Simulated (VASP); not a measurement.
# SmInO (Pmmm) in VASP: single point with PBE

Aim: the single point of SmInO with PBE.

Everything below comes from runs of VASP 6.6.1. Logs are shortened: lines on timing, memory, paths and dates and some standing lists are left out, and cuts for length are marked.

## (1) The cell of the first run

The structure is orthorhombic, space group Pmmm (No. 47). The conventional cell has a = 3.559 Å, b = 4.240 Å, c = 5.340 Å, α = 90.00°, β = 90.00°, γ = 90.00°. Within 4.3 Å of Sm (site symmetry mmm) lie 4 In at 3.21 Å and 4 Sm at 3.56 to 4.24 Å and 8 O at 3.85 Å. Within 2.8 Å of In (site symmetry mmm) lie 2 O at 2.12 Å. O (site symmetry mmm) has 2 In at 2.12 Å within 2.8 Å.

## (2) Single point, PBE

Input file POSCAR:

```
SmInO
1.0
    3.5591635011      0.0000000000      0.0000000000
    0.0000000000      4.2400830631      0.0000000000
    0.0000000000      0.0000000000      5.3395996189
Sm In O
1 1 1
Direct
    0.0000000000      0.0000000000      0.0000000000
    0.5000000000      0.0000000000      0.5000000000
    0.5000000000      0.5000000000      0.5000000000
```

Input file INCAR.step1:

```
PREC = Accurate ; ENCUT = 520
EDIFF = 1E-6 ; ISMEAR = 0
SIGMA = 0.1 ; LREAL = F
LASPH = T ; NELM = 200
ALGO = Normal ; ISIF = 2
LWAVE = F ; LCHARG = T
LMAXMIX = 6 ; GGA = PE
NBANDS = 22 ; GGA_COMPAT = F
NEDOS = 2001 ; LORBIT = 11
```

Input file KPOINTS.step1:

```
Automatic mesh
0
Gamma
  14 12 10
```

Input file INCAR.step2:

```
PREC = Accurate ; ENCUT = 520
EDIFF = 1E-6 ; ISMEAR = -5
SIGMA = 0.1 ; LREAL = F
LASPH = T ; NELM = 200
ALGO = Normal ; ISIF = 2
LWAVE = F ; LCHARG = F
LMAXMIX = 6 ; GGA = PE
LORBIT = 11 ; NEDOS = 1001
ICHARG = 11 ; GGA_COMPAT = F
```

Input file KPOINTS.step2:

```
Automatic mesh
0
Gamma
  21 18 15
```

Potentials or basis: VASP PAW PBE potentials, release 64 (Sm_3, In_d, O), 4f in core.

Run with:

```
> cat potpaw_PBE.64/Sm_3/POTCAR potpaw_PBE.64/In_d/POTCAR potpaw_PBE.64/O/POTCAR > POTCAR
> cp INCAR.step1 INCAR
> cp KPOINTS.step1 KPOINTS
> mpirun -np 1 vasp_std > vasp.out
> cp INCAR.step2 INCAR
> cp KPOINTS.step2 KPOINTS
> mpirun -np 1 vasp_std > vasp.out
```

OUTCAR:

```text
PREC = Accurate
   ENCUT = 520
   EDIFF = 1E-6
   ISMEAR = -5
   LREAL = F
   LASPH = T
   NELM = 200
   ISIF = 2
   GGA = PE
   LORBIT = 11
   ICHARG = 11

 ion  position               nearest neighbor table
   1  0.000  0.000  0.000-   2 3.21   2 3.21   2 3.21   2 3.21
   2  0.500  0.000  0.500-   3 2.12   3 2.12   1 3.21   1 3.21   1 3.21   1 3.21
   3  0.500  0.500  0.500-   2 2.12   2 2.12

  LATTYP: Found a simple orthorhombic cell.
 ALAT       =     3.5591635011
 B/A-ratio  =     1.1913144934
 C/A-ratio  =     1.5002400472

  Lattice vectors:

 A1 = (   3.5591635011,   0.0000000000,   0.0000000000)
 A2 = (   0.0000000000,   4.2400830631,   0.0000000000)
 A3 = (   0.0000000000,   0.0000000000,   5.3395996189)

Analysis of symmetry for initial positions (statically):
=====================================================================
 Subroutine PRICEL returns:
 Original cell was already a primitive cell.

 Routine SETGRP: Setting up the symmetry group for a
 simple orthorhombic supercell.

 Subroutine GETGRP returns: Found  8 space group operations
 (whereof  8 operations were pure point group operations)
 out of a pool of  8 trial point group operations.

The static configuration has the point symmetry D_2h.

Analysis of symmetry for dynamics (positions and initial velocities):
=====================================================================
 Subroutine PRICEL returns:
 Original cell was already a primitive cell.

 Routine SETGRP: Setting up the symmetry group for a
 simple orthorhombic supercell.

 Subroutine GETGRP returns: Found  8 space group operations
 (whereof  8 operations were pure point group operations)
 out of a pool of  8 trial point group operations.

The dynamic configuration has the point symmetry D_2h.

 Subroutine INISYM returns: Found  8 space group operations
 (whereof  8 operations are pure point group operations),
 and found     1 'primitive' translations

----------------------------------------------------------------------------------------

                                     Primitive cell

  volume of cell :      80.5807

  direct lattice vectors                    reciprocal lattice vectors
     3.559163501  0.000000000  0.000000000     0.280964895  0.000000000  0.000000000
     0.000000000  4.240083063  0.000000000     0.000000000  0.235844436  0.000000000
     0.000000000  0.000000000  5.339599619     0.000000000  0.000000000  0.187279959

[... 88 lines left out ...]
   LREAL  =      F    real-space projection
   EDIFFG = 0.1E-04   stopping-criterion for IOM
   NSW    =      0    number of steps for IOM
   IBRION =     -1    ionic relax: 0-MD 1-quasi-New 2-CG
   NFREE  =      0    steps in history (QN), initial steepest desc. (CG)
   ISIF   =      2    stress and relaxation
   ISYM   =      2    0-nonsym 1-usesym 2-fastsym
   POTIM  = 0.5000    time-step for ionic-motion
   TEBEG  =    0.0;   TEEND  =   0.0 temperature during run
   PSTRESS=    0.0 pullay stress
   NELECT =      30.0000    total number of electrons
   NUPDOWN=      -1.0000    fix difference up-down
   EMIN   =  10.00;   EMAX   =-10.00  energy-range for DOS
   EFERMI =   0.00;   METHOD = LEGACY
   ISMEAR =    -5;   SIGMA  =   0.10  broadening in eV -4-tet -1-fermi 0-gaus
   EFERMI_NEDOS =   21; number of points for ismear=-14 and -15
   IALGO  =     38    algorithm
   IMIX   =      4    mixing-type and parameters
     AMIX     =   0.40;   BMIX     =  1.00
     AMIX_MAG =   1.60;   BMIX_MAG =  1.00
  volume/ion in A,a.u.               =      26.86       181.26
  Fermi-wavevector in a.u.,A,eV,Ry     =   1.177710  2.225549 18.871282  1.387000
  Thomas-Fermi vector in A             =   2.314052
   LORBIT       =     11    0 simple, 1 ext, 2 COOP (PROOUT), +10 PAW based schemes
   GGA     = PE    functional components
   LHFCALC =     F    Hartree Fock is set to
   AEXX    =    0.0000 exact exchange contribution
   IVDW    =     0    specifies the selected vdW correction
   LEPSILON=     F    determine dielectric tensor
   LRPA    =     F    only Hartree local field effects (RPA)
 non-spin polarized calculation
 Fermi weights with tetrahedron method with Bloechl corrections
  energy-cutoff  :      520.00
  volume of cell :       80.58
 maximum number of plane-waves:      2190
 NGX is ok and might be reduce to    28

 number of electron      30.0000006 magnetization

 Free energy of the ion-electron system (eV)
  ---------------------------------------------------
  ext. energy  EPLUGINS =         0.00000000
  ---------------------------------------------------
  free energy    TOTEN  =       -12.33684106 eV

  energy without entropy =      -12.33684106  energy(sigma->0) =      -12.33684106

 E-fermi :   3.4345     XC(G=0):  -9.1056

 val. band max:        3.4612613581   @ k =   0.2857   0.1111   0.3333
 cond. band min:       3.4207155389   @ k =   0.3333   0.0556   0.0000
 fundamental gap:     -0.0405458193
 Fermi energy:         3.4344524547

 k-point     1 :       0.0000    0.0000    0.0000
  band No.  band energies     occupation
      1     -38.5497      2.00000
      2     -18.0174      2.00000
      3     -17.9356      2.00000
      4     -17.5481      2.00000
      5     -14.5384      2.00000
      6     -10.7606      2.00000
[... 505 lines left out ...]
      6     -10.7566      2.00000
[... 11 lines left out ...]
     18       5.4626      0.00000
     19       6.6536      0.00000

 [... further k-points ...]
[... 5 lines left out ...]
  --------------------------------------------------------------------------------------
  -------------------------------------------------------------------------------------
  Total        0.1309658      0.3571975      0.1470512      0.0000000      0.0000000      0.0000000
  in kB        2.6039794      7.1021189      2.9238026      0.0000000      0.0000000      0.0000000
  external PRESSURE =       4.2099670 kB  Pullay stress =       0.0000000 kB

 VOLUME and BASIS-vectors are now :
 -----------------------------------------------------------------------------
  energy-cutoff  :      520.00
  volume of cell :       80.58
      direct lattice vectors                 reciprocal lattice vectors
     3.559163501  0.000000000  0.000000000     0.280964895  0.000000000  0.000000000
     0.000000000  4.240083063  0.000000000     0.000000000  0.235844436  0.000000000
     0.000000000  0.000000000  5.339599619     0.000000000  0.000000000  0.187279959

 POSITION                                       TOTAL-FORCE (eV/Angst)
 -----------------------------------------------------------------------------------
      0.00000      0.00000      0.00000         0.000000      0.000000      0.000000
      1.77958      0.00000      2.66980         0.000000      0.000000      0.000000
      1.77958      2.12004      2.66980         0.000000      0.000000      0.000000
 -----------------------------------------------------------------------------------
    total drift:                                0.000000     -0.000000      0.000000

  FREE ENERGIE OF THE ION-ELECTRON SYSTEM (eV)
  ---------------------------------------------------
  free  energy   TOTEN  =       -12.3368410568 eV

  energy  without entropy=      -12.3368410568  energy(sigma->0) =      -12.33684106

 total charge

# of ion       s       p       d       tot
------------------------------------------
    1        2.181   5.869   0.910   8.960
    2        0.891   0.665   9.920  11.476
    3        1.600   3.265   0.000   4.865
--------------------------------------------------
tot          4.672   9.798  10.830  25.300
```

OSZICAR.step1:

```text
N       E                     dE             d eps       ncg     rms          rms(c)
DAV:   1     0.265540307441E+03    0.26554E+03   -0.14024E+04 14808   0.146E+03
DAV:   2     0.110261086273E+02   -0.25451E+03   -0.24177E+03 15726   0.377E+02
DAV:   3    -0.143853689504E+02   -0.25411E+02   -0.24248E+02 19202   0.116E+02
DAV:   4    -0.152741497666E+02   -0.88878E+00   -0.88642E+00 16598   0.225E+01
DAV:   5    -0.153036220205E+02   -0.29472E-01   -0.29466E-01 20080   0.418E+00    0.108E+01
DAV:   6    -0.139698958808E+02    0.13337E+01   -0.31021E+01 20816   0.319E+01    0.129E+01
DAV:   7    -0.125261696842E+02    0.14437E+01   -0.10575E+01 23370   0.160E+01    0.331E+00
DAV:   8    -0.123497967533E+02    0.17637E+00   -0.99505E-01 19086   0.571E+00    0.113E+00
DAV:   9    -0.123476823690E+02    0.21144E-02   -0.10556E-01 21418   0.217E+00    0.883E-01
DAV:  10    -0.123500694426E+02   -0.23871E-02   -0.59532E-02 22306   0.138E+00    0.511E-01
DAV:  11    -0.123468699318E+02    0.31995E-02   -0.33236E-02 22310   0.895E-01    0.210E-01
DAV:  12    -0.123464029792E+02    0.46695E-03   -0.16995E-03 19076   0.235E-01    0.951E-02
DAV:  13    -0.123463476985E+02    0.55281E-04   -0.12507E-03 22704   0.176E-01    0.465E-02
DAV:  14    -0.123463329049E+02    0.14794E-04   -0.27210E-04 21768   0.922E-02    0.189E-02
DAV:  15    -0.123463327646E+02    0.14030E-06   -0.14728E-05 15840   0.189E-02    0.188E-02
DAV:  16    -0.123463265728E+02    0.61919E-05   -0.24037E-05 17792   0.269E-02    0.233E-03
DAV:  17    -0.123463267687E+02   -0.19591E-06   -0.18192E-06 14220   0.713E-03
   1 F= -.12346327E+02 E0= -.12337965E+02  d E =-.167240E-01
```

Run time: 19 min. Hardware: 1 thread of Intel Xeon Platinum 8559C (Emerald Rapids), shared host; peak memory 1.4 GiB.

Results:

| Property | Result |
| --- | --- |
| Valence electrons inside the program's atomic spheres | Sm 8.96; In 11.48; O 4.87 |

Levels at points of the mesh, in eV from the Fermi level:
```tsv
k point	band 11	band 12	band 13	band 14	band 15	band 16	band 17	band 18	band 19
(0.00, 0.00, 0.00)	-4.91	-4.48	-3.07	-1.97	-1.28	-0.27	2.07	2.17	3.00
(0.00, 0.50, 0.00)	-7.22	-2.57	-1.61	-0.87	0.24	0.82	1.22	1.58	2.98
```

Caveat: spin-orbit coupling is left out, which moves the levels of the heavy elements; the 4f electrons are frozen in the core, so they carry no moment and show no levels; the run has no spin polarisation, though such a crystal can be magnetic. Spin polarisation is off, so any magnetic state and its effect on volume and gap are missing.
